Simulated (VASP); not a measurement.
# AlN (Imm2) in VASP: relaxation of cell and atoms with PBE

Aim: the relaxation of cell and atoms of AlN with PBE.

All numbers are computed with VASP 6.6.1; they aren't measurements. Logs are shortened: lines on timing, memory, paths and dates and some standing lists are left out, and cuts for length are marked.

## Step 1: The cell of the first run

The structure is orthorhombic, space group Imm2 (No. 44). The conventional cell has a = 2.816 Å, b = 3.201 Å, c = 9.952 Å, α = 90.00°, β = 90.00°, γ = 90.00°. Al (site symmetry mm2) has 4 N at 1.88 to 1.93 Å and 1 Al at 2.59 Å within 2.6 Å. Al (site symmetry mm2) has 4 N at 1.92 to 1.94 Å and 1 Al at 2.59 Å within 2.6 Å. N (site symmetry mm2) has 4 Al at 1.92 to 1.93 Å and 1 N at 2.65 Å within 2.7 Å. N (site symmetry mm2) has 4 Al at 1.88 to 1.94 Å within 2.5 Å.

The cell was generated, and may not be a known phase.

## Step 2: Relaxation of cell and atoms, PBE

The input, INCAR:

```
SYSTEM = AlN
PREC     = Accurate       ! precision mode
ENCUT    = 600            ! plane-wave cutoff, eV
EDIFF    = 1E-6           ! SCF threshold, eV
ISMEAR   = 0              ! smearing method
SIGMA    = 0.02           ! smearing width, eV
LREAL    = .False.        ! projectors in reciprocal space
LASPH    = .True.         ! aspherical terms in the spheres
NELM     = 60             ! most SCF steps
ALGO     = Normal         ! electronic algorithm
ISIF     = 3              ! what is computed and relaxed
LWAVE    = .False.        ! write WAVECAR
LCHARG   = .False.        ! write CHGCAR
GGA      = PE             ! functional
IBRION   = 2              ! ionic algorithm
NSW      = 100            ! ionic steps
EDIFFG   = -0.01          ! ionic threshold
```

The input, KPOINTS:

```
Automatic mesh
0
Gamma
  16 16 16
  0 0 0
```

The input, POSCAR:

```
AlN
1.0
   -1.4080415634      1.6005173318      4.9760201918
    1.4080415634     -1.6005173318      4.9760201918
    1.4080415634      1.6005173318     -4.9760201918
Al N
2 2
Direct
    0.5557610631      0.5557610631      0.0000000000
    0.8155754696      0.8155754696      0.0000000000
    0.9474381707      0.4474381707      0.5000000000
    0.6812252967      0.1812252967      0.5000000000
```

Potentials or basis: VASP PAW PBE potentials, release 64 (Al, N).

Launch:

```
cat potpaw_PBE.64/Al/POTCAR potpaw_PBE.64/N/POTCAR > POTCAR
mpirun -np 1 vasp_std > vasp.out
```

OUTCAR:

```text
SYSTEM = AlN
   PREC = Accurate
   ENCUT = 600
   EDIFF = 1E-6
   ISMEAR = 0
   LREAL = .False.
   LASPH = .True.
   NELM = 60
   ISIF = 3
   GGA = PE
   IBRION = 2
   NSW = 100
   EDIFFG = -0.01

 ion  position               nearest neighbor table
   1  0.556  0.556  0.000-   4 1.88   4 1.88   3 1.93   3 1.93   2 2.59   2 3.20   2 3.20   2 3.20
                             2 3.20
   2  0.816  0.816  0.000-   3 1.92   3 1.92   4 1.94   4 1.94   1 2.59   1 3.20   1 3.20   1 3.20
                             1 3.20
   3  0.947  0.447  0.500-   2 1.92   2 1.92   1 1.93   1 1.93
   4  0.681  0.181  0.500-   1 1.88   1 1.88   2 1.94   2 1.94

  LATTYP: Found a body centered orthorhombic cell.
 ALAT       =     2.8160831268
 B/A-ratio  =     1.1366975048
 C/A-ratio  =     3.5340009281

  Lattice vectors:

 A1 = (  -1.4080415634,   1.6005173318,   4.9760201918)
 A2 = (   1.4080415634,  -1.6005173318,   4.9760201918)
 A3 = (   1.4080415634,   1.6005173318,  -4.9760201918)

Analysis of symmetry for initial positions (statically):
=====================================================================
 Subroutine PRICEL returns:
 Original cell was already a primitive cell.

 Routine SETGRP: Setting up the symmetry group for a
 body centered orthorhombic supercell.

 Subroutine GETGRP returns: Found  4 space group operations
 (whereof  4 operations were pure point group operations)
 out of a pool of  8 trial point group operations.

The static configuration has the point symmetry C_2v.

Analysis of symmetry for dynamics (positions and initial velocities):
=====================================================================
 Subroutine PRICEL returns:
 Original cell was already a primitive cell.

 Routine SETGRP: Setting up the symmetry group for a
 body centered orthorhombic supercell.

 Subroutine GETGRP returns: Found  4 space group operations
 (whereof  4 operations were pure point group operations)
 out of a pool of  8 trial point group operations.

The dynamic configuration has the point symmetry C_2v.

 Subroutine INISYM returns: Found  4 space group operations
 (whereof  4 operations are pure point group operations),
 and found     1 'primitive' translations

----------------------------------------------------------------------------------------

                                     Primitive cell

  volume of cell :      44.8557

  direct lattice vectors                    reciprocal lattice vectors
    -1.408041563  1.600517332  4.976020192     0.000000000  0.312398991  0.100481907
     1.408041563 -1.600517332  4.976020192     0.355103154  0.000000000  0.100481907
     1.408041563  1.600517332 -4.976020192     0.355103154  0.312398991  0.000000000

  length of vectors
     5.413410544  5.413410544  5.413410544     0.328161155  0.369045883  0.472960231

  position of ions in fractional coordinates (direct lattice)
     0.555761063  0.555761063  0.000000000
     0.815575470  0.815575470  0.000000000
     0.947438171  0.447438171  0.500000000
     0.681225297  0.181225297  0.500000000

  ion indices of the primitive-cell ions
   primitive index   ion index
                 1           1
                 2           2
                 3           3
                 4           4

----------------------------------------------------------------------------------------

 KPOINTS: Automatic mesh

Automatic generation of k-mesh.
 Grid dimensions read from file:
 generate k-points for:   16   16   16

 Generating k-lattice:

  Cartesian coordinates                     Fractional coordinates (reciprocal lattice)
     0.000000000  0.019524937  0.006280119     0.062500000  0.000000000 -0.000000000
     0.022193947  0.000000000  0.006280119     0.000000000  0.062500000  0.000000000
     0.022193947  0.019524937  0.000000000    -0.000000000  0.000000000  0.062500000

  Length of vectors
     0.020510072  0.023065368  0.029560014

  Shift w.r.t. Gamma in fractional coordinates (k-lattice)
     0.000000000  0.000000000  0.000000000

 Subroutine IBZKPT returns following result:
 ===========================================

 Found    621 irreducible k-points:

 Following reciprocal coordinates:
            Coordinates               Weight
  0.000000  0.000000  0.000000      1.000000
  0.062500  0.000000  0.000000      4.000000
  0.125000  0.000000  0.000000      4.000000
  0.187500  0.000000  0.000000      4.000000
  0.250000  0.000000  0.000000      4.000000
  0.312500  0.000000  0.000000      4.000000
[... 16 lines left out ...]
 -0.187500  0.062500 -0.000000      8.000000
 -0.125000  0.062500 -0.000000      8.000000
 [... further k-points ...]
   k-points           NKPTS =    621   k-points in BZ     NKDIM =    621   number of bands    NBANDS=     12
   number of dos      NEDOS =    301   number of ions     NIONS =      4
   total plane-waves  NPLWV = 110592
   dimension x,y,z NGX =    48 NGY =   48 NGZ =   48
   dimension x,y,z NGXF=    96 NGYF=   96 NGZF=   96
   ions per type =               2   2
   NGX,Y,Z   is equivalent  to a cutoff of  14.74, 14.74, 14.74 a.u.
   NGXF,Y,Z  is equivalent  to a cutoff of  29.48, 29.48, 29.48 a.u.
 SYSTEM =  AlN
   PREC   = accura    normal or accurate (medium, high low for compatibility)
   ISTART =      0    job   : 0-new  1-cont  2-samecut
   ICHARG =      2    charge: 1-file 2-atom 10-const
   ISPIN  =      1    spin polarized calculation?
   LNONCOLLINEAR =      F non collinear calculations
   LSORBIT =      F    spin-orbit coupling
   LASPH  =      T    aspherical Exc in radial PAW
   ENCUT  =  600.0 eV  44.10 Ry    6.64 a.u.  10.81 10.81 10.81*2*pi/ulx,y,z
   NELM   =     60;   NELMIN=  2; NELMDL= -5     # of ELM steps
   EDIFF  = 0.1E-05   stopping-criterion for ELM
   LREAL  =      F    real-space projection
   EDIFFG = -.1E-01   stopping-criterion for IOM
   NSW    =    100    number of steps for IOM
   IBRION =      2    ionic relax: 0-MD 1-quasi-New 2-CG
   NFREE  =      1    steps in history (QN), initial steepest desc. (CG)
   ISIF   =      3    stress and relaxation
   ISYM   =      2    0-nonsym 1-usesym 2-fastsym
   POTIM  = 0.5000    time-step for ionic-motion
   TEBEG  =    0.0;   TEEND  =   0.0 temperature during run
   PSTRESS=    0.0 pullay stress
   NELECT =      16.0000    total number of electrons
   NUPDOWN=      -1.0000    fix difference up-down
   EMIN   =  10.00;   EMAX   =-10.00  energy-range for DOS
   EFERMI =   0.00;   METHOD = LEGACY
   ISMEAR =     0;   SIGMA  =   0.02  broadening in eV -4-tet -1-fermi 0-gaus
   EFERMI_NEDOS =   21; number of points for ismear=-14 and -15
   IALGO  =     38    algorithm
   IMIX   =      4    mixing-type and parameters
     AMIX     =   0.40;   BMIX     =  1.00
     AMIX_MAG =   1.60;   BMIX_MAG =  1.00
  volume/ion in A,a.u.               =      11.21        75.68
  Fermi-wavevector in a.u.,A,eV,Ry     =   1.161027  2.194022 18.340419  1.347983
  Thomas-Fermi vector in A             =   2.297603
   LORBIT       =      0    0 simple, 1 ext, 2 COOP (PROOUT), +10 PAW based schemes
   GGA     = PE    functional components
   LHFCALC =     F    Hartree Fock is set to
   AEXX    =    0.0000 exact exchange contribution
   IVDW    =     0    specifies the selected vdW correction
   LEPSILON=     F    determine dielectric tensor
   LRPA    =     F    only Hartree local field effects (RPA)
 conjugate gradient relaxation of ions
 non-spin polarized calculation
 Gauss-broadening in eV      SIGMA  =   0.02
  energy-cutoff  :      600.00
  volume of cell :       44.86
 maximum number of plane-waves:      1521
 NGX is ok and might be reduce to    48
   NGX = 21   NGY = 21   NGZ = 21

--------------------------------------- Ionic step        1  -------------------------------------------

 number of electron      16.0000000 magnetization

 Free energy of the ion-electron system (eV)
  ---------------------------------------------------
  ext. energy  EPLUGINS =         0.00000000
  ---------------------------------------------------
  free energy    TOTEN  =       -27.56431263 eV

  energy without entropy =      -27.56431263  energy(sigma->0) =      -27.56431263

------------------------ aborting loop because EDIFF is reached ----------------------------------------

  FORCE on cell =-STRESS in cart. coord.  units (eV):
  Direction    XX          YY          ZZ          XY          YZ          ZX
  --------------------------------------------------------------------------------------
  -------------------------------------------------------------------------------------
  Total        0.0240222      0.0020992     -0.0391284      0.0000000      0.0000000      0.0000000
  in kB        0.8580352      0.0749804     -1.3976068      0.0000000      0.0000000      0.0000000
  external PRESSURE =      -0.1548637 kB  Pullay stress =       0.0000000 kB
[... 99 lines left out ...]
  energy  without entropy=      -27.5643871294  energy(sigma->0) =      -27.56438713

--------------------------------------- Ionic step        4  -------------------------------------------

 number of electron      16.0000000 magnetization

 Free energy of the ion-electron system (eV)
  ---------------------------------------------------
  ext. energy  EPLUGINS =         0.00000000
  ---------------------------------------------------
  free energy    TOTEN  =       -27.56439845 eV

  energy without entropy =      -27.56439845  energy(sigma->0) =      -27.56439845

 E-fermi :   6.7910     XC(G=0): -10.5825

 val. band max:        6.6681843531   @ k =  -0.2500   0.2500   0.2500
 cond. band min:       7.0274298944   @ k =   0.5000   0.5000   0.0000
 fundamental gap:      0.3592455413
 Fermi energy:         6.7909837226

 k-point     1 :       0.0000    0.0000    0.0000
  band No.  band energies     occupation
      1      -9.5225      2.00000
      2      -7.2669      2.00000
      3      -0.6337      2.00000
      4       3.8099      2.00000
      5       4.8710      2.00000
      6       5.2012      2.00000
      7       5.4844      2.00000
      8       5.7457      2.00000
      9       7.1028      0.00000
     10      11.0819      0.00000
     11      14.8733      0.00000
     12      15.8031      0.00000
[... 331 lines left out ...]
 k-point    24 :      -0.1250    0.0625   -0.0000
  band No.  band energies     occupation
      1      -9.3612      2.00000
      2      -7.2110      2.00000
      3      -0.4422      2.00000
      4       2.9416      2.00000
      5       4.3665      2.00000
      6       4.7757      2.00000
      7       5.2758      2.00000
      8       5.7575      2.00000
      9       8.3054      0.00000
     10      11.7167      0.00000
     11      13.8965      0.00000
     12      16.0960      0.00000

 [... further k-points ...]
[... 5 lines left out ...]
  --------------------------------------------------------------------------------------
  -------------------------------------------------------------------------------------
  Total        0.0187899      0.0116584      0.0210321      0.0000000      0.0000000      0.0000000
  in kB        0.6712943      0.4165104      0.7514001      0.0000000      0.0000000      0.0000000
  external PRESSURE =       0.6130682 kB  Pullay stress =       0.0000000 kB
[... 19 lines left out ...]
  FREE ENERGIE OF THE ION-ELECTRON SYSTEM (eV)
  ---------------------------------------------------
  free  energy   TOTEN  =       -27.5643984523 eV

  energy  without entropy=      -27.5643984523  energy(sigma->0) =      -27.56439845

 reached required accuracy - stopping structural energy minimisation
```

Wall time 45 min (1 thread of Oxide Virtual Turin-like, shared host); peak memory 0.59 GiB.

What came out:

| Item | Value |
| --- | --- |
| Free energy | -27.5644 eV |
| Relaxed volume | 11.21 Å³/atom |
| Relaxed cell | a = 5.410 Å, b = 5.410 Å, c = 5.410 Å, α = 149.83°, β = 145.57°, γ = 46.43° |
| Space group after relaxing (to 0.1 Å) | Imm2 (No. 44) |
| Energy gained by relaxing | 0.0 meV/atom |
| Ionic steps | 4 |
| Pressure after relaxing | 0.1 GPa |
| Largest force after relaxing | 0.005 eV/Å |
| Band gap on the k mesh | 0.36 eV (least direct gap 1.36 eV) |

Forces on the atoms (eV/Å):
```
Al   0.000  0.000 -0.004
Al   0.000  0.000  0.005
N    0.000  0.000 -0.001
N    0.000  0.000  0.000
```

Final structure:
```yaml
crystal:
  lattice:
    - [-1.40811, 1.60132, 4.97219]
    - [1.40811, -1.60132, 4.97219]
    - [1.40811, 1.60132, -4.97219]
  atoms:
    - { symbol: Al, position: [0.55563, 0.55563, 0.00000] }
    - { symbol: Al, position: [0.81556, 0.81556, 0.00000] }
    - { symbol: N, position: [0.94766, 0.44766, 0.50000] }
    - { symbol: N, position: [0.68115, 0.18115, 0.50000] }
```

Caveat: semilocal functionals underestimate gaps, and a narrow one can read as zero.
